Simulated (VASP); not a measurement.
# SiC (Moissanite 3C) (F-43m) in VASP: further runs

The runs below take SiC (Moissanite 3C) through single point, relaxation of cell and atoms, with r2SCAN, PBE, PBEsol, LDA.

Everything below comes from runs of VASP 6.6.1. Logs are shortened: lines on timing, memory, paths and dates and some standing lists are left out, and cuts for length are marked.

**Experimental background.**

“Insight into the structural, elastic and electronic properties of a new orthorhombic 6O-SiC polytype”, 2020, pmc:7200658 quotes, for a bulk crystal of SiC: band gap 2.4 eV (indirect).

The results are compared with them further down.

**1. The cell of the first run**

The structure is cubic, space group F-43m (No. 216). The conventional cell has a = 4.356 Å, b = 4.356 Å, c = 4.356 Å, α = 90.00°, β = 90.00°, γ = 90.00°. Si (site symmetry -43m) has 4 C at 1.89 Å within 2.5 Å. Within 2.5 Å of C (site symmetry -43m) lie 4 Si at 1.89 Å.

**2. Single point, r2SCAN**

POSCAR reads:

```
SiC
1.0
    0.0000000000      2.1780503294      2.1780503294
    2.1780503294      0.0000000000      2.1780503294
    2.1780503294      2.1780503294      0.0000000000
Si C
1 1
Direct
    0.0000000000      0.0000000000      0.0000000000
    0.2500000000      0.2500000000      0.2500000000
```

INCAR.step1 reads:

```
PREC     = Accurate       # precision mode
ENCUT    = 520            # plane-wave cutoff, eV
ISMEAR   = 0              # smearing method
SIGMA    = 0.01           # smearing width, eV
LREAL    = F              # projectors in reciprocal space
LASPH    = T              # aspherical terms in the spheres
NELM     = 100            # most SCF steps
NBANDS   = 11             # bands
GGA      = PE             # functional
ALGO     = Normal         # electronic algorithm
EDIFF    = 1E-4           # SCF threshold, eV
LWAVE    = T              # write WAVECAR
LCHARG   = F              # write CHGCAR
```

INCAR.step2 reads:

```
PREC     = Accurate       # precision mode
ENCUT    = 520            # plane-wave cutoff, eV
EDIFF    = 1E-6           # SCF threshold, eV
ISMEAR   = 0              # smearing method
SIGMA    = 0.01           # smearing width, eV
LREAL    = F              # projectors in reciprocal space
LASPH    = T              # aspherical terms in the spheres
NELM     = 100            # most SCF steps
ALGO     = Normal         # electronic algorithm
ISIF     = 2              # what is computed and relaxed
LWAVE    = F              # write WAVECAR
LCHARG   = T              # write CHGCAR
METAGGA  = R2SCAN         # meta-GGA
LMIXTAU  = T            
LELF     = T              # ELF
LVHAR    = T            
NBANDS   = 11             # bands
ISTART   = 1
```

KPOINTS reads:

```
Automatic mesh
0
Gamma
  10 10 10
```

Potentials or basis: VASP PAW PBE potentials, release 64 (Si, C).

Run with:

```
> cat potpaw_PBE.64/Si/POTCAR potpaw_PBE.64/C/POTCAR > POTCAR
> cp INCAR.step1 INCAR
> mpirun -np 1 vasp_std > vasp.out
> cp INCAR.step2 INCAR
> mpirun -np 1 vasp_std > vasp.out
```

OUTCAR:

```text
PREC = Accurate
   ENCUT = 520
   EDIFF = 1E-6
   ISMEAR = 0
   LREAL = F
   LASPH = T
   NELM = 100
   ISIF = 2
   METAGGA = R2SCAN
   ISTART = 1

 ion  position               nearest neighbor table
   1  0.000  0.000  0.000-   2 1.89   2 1.89   2 1.89   2 1.89
   2  0.250  0.250  0.250-   1 1.89   1 1.89   1 1.89   1 1.89

  LATTYP: Found a face centered cubic cell.
 ALAT       =     4.3561006588

  Lattice vectors:

 A1 = (   0.0000000000,   2.1780503294,   2.1780503294)
 A2 = (   2.1780503294,   0.0000000000,   2.1780503294)
 A3 = (   2.1780503294,   2.1780503294,   0.0000000000)

Analysis of symmetry for initial positions (statically):
=====================================================================
 Subroutine PRICEL returns:
 Original cell was already a primitive cell.

 Routine SETGRP: Setting up the symmetry group for a
 face centered cubic supercell.

 Subroutine GETGRP returns: Found 24 space group operations
 (whereof 24 operations were pure point group operations)
 out of a pool of 48 trial point group operations.

The static configuration has the point symmetry T_d .

Analysis of symmetry for dynamics (positions and initial velocities):
=====================================================================
 Subroutine PRICEL returns:
 Original cell was already a primitive cell.

 Routine SETGRP: Setting up the symmetry group for a
 face centered cubic supercell.

 Subroutine GETGRP returns: Found 24 space group operations
 (whereof 24 operations were pure point group operations)
 out of a pool of 48 trial point group operations.

The dynamic configuration has the point symmetry T_d .

 Subroutine INISYM returns: Found 24 space group operations
 (whereof 24 operations are pure point group operations),
 and found     1 'primitive' translations

----------------------------------------------------------------------------------------

                                     Primitive cell

  volume of cell :      20.6649

  direct lattice vectors                    reciprocal lattice vectors
     0.000000000  2.178050329  2.178050329    -0.229563107  0.229563107  0.229563107
     2.178050329  0.000000000  2.178050329     0.229563107 -0.229563107  0.229563107
     2.178050329  2.178050329  0.000000000     0.229563107  0.229563107 -0.229563107

  length of vectors
     3.080228315  3.080228315  3.080228315     0.397614964  0.397614964  0.397614964

  position of ions in fractional coordinates (direct lattice)
     0.000000000  0.000000000  0.000000000
     0.250000000  0.250000000  0.250000000

  ion indices of the primitive-cell ions
   primitive index   ion index
                 1           1
                 2           2

----------------------------------------------------------------------------------------

 KPOINTS: Automatic mesh

Automatic generation of k-mesh.
 Grid dimensions read from file:
 generate k-points for:   10   10   10

 Generating k-lattice:

  Cartesian coordinates                     Fractional coordinates (reciprocal lattice)
    -0.022956311  0.022956311  0.022956311     0.100000000  0.000000000  0.000000000
     0.022956311 -0.022956311  0.022956311     0.000000000  0.100000000  0.000000000
     0.022956311  0.022956311 -0.022956311     0.000000000  0.000000000  0.100000000

  Length of vectors
     0.039761496  0.039761496  0.039761496

  Shift w.r.t. Gamma in fractional coordinates (k-lattice)
     0.000000000  0.000000000  0.000000000

 Subroutine IBZKPT returns following result:
 ===========================================

 Found     47 irreducible k-points:

 Following reciprocal coordinates:
            Coordinates               Weight
  0.000000  0.000000  0.000000      1.000000
  0.100000  0.000000  0.000000      8.000000
  0.200000  0.000000  0.000000      8.000000
  0.300000  0.000000  0.000000      8.000000
  0.400000  0.000000  0.000000      8.000000
  0.500000  0.000000  0.000000      4.000000
[... 16 lines left out ...]
  0.300000  0.300000  0.000000      6.000000
  0.400000  0.300000  0.000000     24.000000
 [... further k-points ...]
   k-points           NKPTS =     47   k-points in BZ     NKDIM =     47   number of bands    NBANDS=     11
   number of dos      NEDOS =    301   number of ions     NIONS =      2
   total plane-waves  NPLWV =  13824
   dimension x,y,z NGX =    24 NGY =   24 NGZ =   24
   dimension x,y,z NGXF=    48 NGYF=   48 NGZF=   48
   ions per type =               1   1
   NGX,Y,Z   is equivalent  to a cutoff of  12.95, 12.95, 12.95 a.u.
   NGXF,Y,Z  is equivalent  to a cutoff of  25.91, 25.91, 25.91 a.u.
 SYSTEM =  unknown system
   PREC   = accura    normal or accurate (medium, high low for compatibility)
   ISTART =      1    job   : 0-new  1-cont  2-samecut
   ICHARG =      0    charge: 1-file 2-atom 10-const
   ISPIN  =      1    spin polarized calculation?
   LNONCOLLINEAR =      F non collinear calculations
   LSORBIT =      F    spin-orbit coupling
   LASPH  =      T    aspherical Exc in radial PAW
   ENCUT  =  520.0 eV  38.22 Ry    6.18 a.u.   5.73  5.73  5.73*2*pi/ulx,y,z
   NELM   =    100;   NELMIN=  2; NELMDL=  0     # of ELM steps
   EDIFF  = 0.1E-05   stopping-criterion for ELM
   LREAL  =      F    real-space projection
   EDIFFG = 0.1E-04   stopping-criterion for IOM
   NSW    =      0    number of steps for IOM
   IBRION =     -1    ionic relax: 0-MD 1-quasi-New 2-CG
   NFREE  =      0    steps in history (QN), initial steepest desc. (CG)
   ISIF   =      2    stress and relaxation
   ISYM   =      2    0-nonsym 1-usesym 2-fastsym
   POTIM  = 0.5000    time-step for ionic-motion
   TEBEG  =    0.0;   TEEND  =   0.0 temperature during run
   PSTRESS=    0.0 pullay stress
   NELECT =       8.0000    total number of electrons
   NUPDOWN=      -1.0000    fix difference up-down
   EMIN   =  10.00;   EMAX   =-10.00  energy-range for DOS
   EFERMI =   0.00;   METHOD = LEGACY
   ISMEAR =     0;   SIGMA  =   0.01  broadening in eV -4-tet -1-fermi 0-gaus
   EFERMI_NEDOS =   21; number of points for ismear=-14 and -15
   IALGO  =     38    algorithm
   IMIX   =      4    mixing-type and parameters
     AMIX     =   0.40;   BMIX     =  1.00
     AMIX_MAG =   1.60;   BMIX_MAG =  1.00
  volume/ion in A,a.u.               =      10.33        69.73
  Fermi-wavevector in a.u.,A,eV,Ry     =   1.193146  2.254719 19.369218  1.423597
  Thomas-Fermi vector in A             =   2.329167
   LORBIT       =      0    0 simple, 1 ext, 2 COOP (PROOUT), +10 PAW based schemes
   METAGGA = R2SCAN    functional components
   LHFCALC =     F    Hartree Fock is set to
   AEXX    =    0.0000 exact exchange contribution
   IVDW    =     0    specifies the selected vdW correction
   LEPSILON=     F    determine dielectric tensor
   LRPA    =     F    only Hartree local field effects (RPA)
 non-spin polarized calculation
 Gauss-broadening in eV      SIGMA  =   0.01
  energy-cutoff  :      520.00
  volume of cell :       20.66
 maximum number of plane-waves:       568
   NGX = 11   NGY = 11   NGZ = 11

 number of electron       8.0000001 magnetization

 Free energy of the ion-electron system (eV)
  ---------------------------------------------------
  ext. energy  EPLUGINS =         0.00000000
  ---------------------------------------------------
  free energy    TOTEN  =       -19.32696627 eV

  energy without entropy =      -19.32696627  energy(sigma->0) =      -19.32696627

 E-fermi :   8.0984     XC(G=0): -11.9402

 val. band max:        7.9969097895   @ k =   0.0000   0.0000   0.0000
 cond. band min:       9.7212060114   @ k =   0.5000   0.5000   0.0000
 fundamental gap:      1.7242962219
 Fermi energy:         8.0984257408

 k-point     1 :       0.0000    0.0000    0.0000
  band No.  band energies     occupation
      1      -8.1931      2.00000
      2       7.9969      2.00000
      3       7.9969      2.00000
      4       7.9969      2.00000
      5      14.8474      0.00000
      6      15.8555      0.00000
      7      15.8555      0.00000
      8      15.8555      0.00000
      9      23.2135      0.00000
     10      23.2135      0.00000
     11      25.7823      0.00000

 k-point     2 :       0.1000    0.0000    0.0000
  band No.  band energies     occupation
      1      -7.9905      2.00000
      2       6.9480      2.00000
      3       7.8570      2.00000
      4       7.8570      2.00000
      5      15.0984      0.00000
      6      16.1145      0.00000
      7      16.1145      0.00000
      8      16.2017      0.00000
      9      22.2765      0.00000
     10      22.2765      0.00000
     11      25.4002      0.00000

 k-point     3 :       0.2000    0.0000    0.0000
  band No.  band energies     occupation
      1      -7.3926      2.00000
      2       4.7377      2.00000
      3       7.5350      2.00000
      4       7.5351      2.00000
      5      14.7866      0.00000
      6      16.4946      0.00000
      7      16.4946      0.00000
      8      17.5494      0.00000
      9      21.6128      0.00000
     10      21.6128      0.00000
     11      24.4506      0.00000

 k-point     4 :       0.3000    0.0000    0.0000
  band No.  band energies     occupation
      1      -6.4406      2.00000
      2       2.3315      2.00000
      3       7.2022      2.00000
      4       7.2022      2.00000
      5      14.3711      0.00000
      6      16.3381      0.00000
      7      16.3381      0.00000
      8      18.6248      0.00000
      9      22.5177      0.00000
     10      22.5177      0.00000
     11      24.1991      0.00000
[... 239 lines left out ...]
 k-point    22 :      -0.2000    0.2000    0.0000
  band No.  band energies     occupation
      1      -6.1206      2.00000
      2       2.9793      2.00000
      3       4.6711      2.00000
      4       7.3160      2.00000
      5      15.1550      0.00000
      6      16.6796      0.00000
      7      16.9939      0.00000
      8      17.9107      0.00000
      9      20.1940      0.00000
     10      24.5015      0.00000
     11      28.2623      0.00000

 k-point    23 :       0.3000    0.3000    0.0000
  band No.  band energies     occupation
      1      -5.8440      2.00000
      2       3.4282      2.00000
      3       5.5247      2.00000
      4       5.5247      2.00000
      5      11.6164      0.00000
      6      14.1481      0.00000
      7      20.3969      0.00000
      8      20.3969      0.00000
      9      21.3749      0.00000
     10      25.9697      0.00000
     11      30.9261      0.00000

 k-point    24 :       0.4000    0.3000    0.0000
  band No.  band energies     occupation
      1      -4.9555      2.00000
      2       2.1596      2.00000
      3       4.7228      2.00000
      4       5.2489      2.00000
      5      11.2953      0.00000
      6      14.1637      0.00000
      7      20.5100      0.00000
      8      20.8128      0.00000
      9      22.8562      0.00000
     10      27.0948      0.00000
     11      30.5128      0.00000

 [... further k-points ...]

------------------------ aborting loop because EDIFF is reached ----------------------------------------

  FORCE on cell =-STRESS in cart. coord.  units (eV):
  Direction    XX          YY          ZZ          XY          YZ          ZX
  --------------------------------------------------------------------------------------
  -------------------------------------------------------------------------------------
  Total       -0.0174544     -0.0174544     -0.0174544      0.0000000      0.0000000      0.0000000
  in kB       -1.3532620     -1.3532620     -1.3532620      0.0000000      0.0000000      0.0000000
  external PRESSURE =      -1.3532620 kB  Pullay stress =       0.0000000 kB

 VOLUME and BASIS-vectors are now :
 -----------------------------------------------------------------------------
  energy-cutoff  :      520.00
  volume of cell :       20.66
      direct lattice vectors                 reciprocal lattice vectors
     0.000000000  2.178050329  2.178050329    -0.229563107  0.229563107  0.229563107
     2.178050329  0.000000000  2.178050329     0.229563107 -0.229563107  0.229563107
     2.178050329  2.178050329  0.000000000     0.229563107  0.229563107 -0.229563107

 POSITION                                       TOTAL-FORCE (eV/Angst)
 -----------------------------------------------------------------------------------
      0.00000      0.00000      0.00000        -0.000000     -0.000000     -0.000000
      1.08903      1.08903      1.08903         0.000000      0.000000      0.000000
 -----------------------------------------------------------------------------------
    total drift:                               -0.000001     -0.000001     -0.000001

  FREE ENERGIE OF THE ION-ELECTRON SYSTEM (eV)
  ---------------------------------------------------
  free  energy   TOTEN  =       -19.3269662683 eV

  energy  without entropy=      -19.3269662683  energy(sigma->0) =      -19.32696627
```

It took 16 s on 1 thread of Intel Xeon 6975P-C, shared host; peak memory 0.14 GiB.

What came out:

```yaml
Free_energy: -19.3270 eV
Pressure: -0.1 GPa
Band_gap_on_the_k_mesh: 1.72 eV, indirect (least direct gap 5.06 eV)
```

Levels at points of the mesh, in eV from the valence-band top:
| k point | band 1 | band 2 | band 3 | band 4 | band 5 | band 6 | band 7 | band 8 |
| --- | --- | --- | --- | --- | --- | --- | --- | --- |
| (0.00, 0.00, 0.00) | -16.19 | 0.00 | 0.00 | 0.00 | 6.85 | 7.86 | 7.86 | 7.86 |
| (0.50, 0.00, 0.00) | -12.56 | -8.83 | -1.11 | -1.11 | 6.00 | 7.76 | 7.76 | 10.96 |
| (0.50, 0.50, 0.00) | -11.10 | -8.05 | -3.34 | -3.34 | 1.72 | 4.83 | 15.15 | 15.15 |

Caveat: the PAW data sets were made with another functional, which shifts forces and pressure a little.

[end of part 1 of 2]
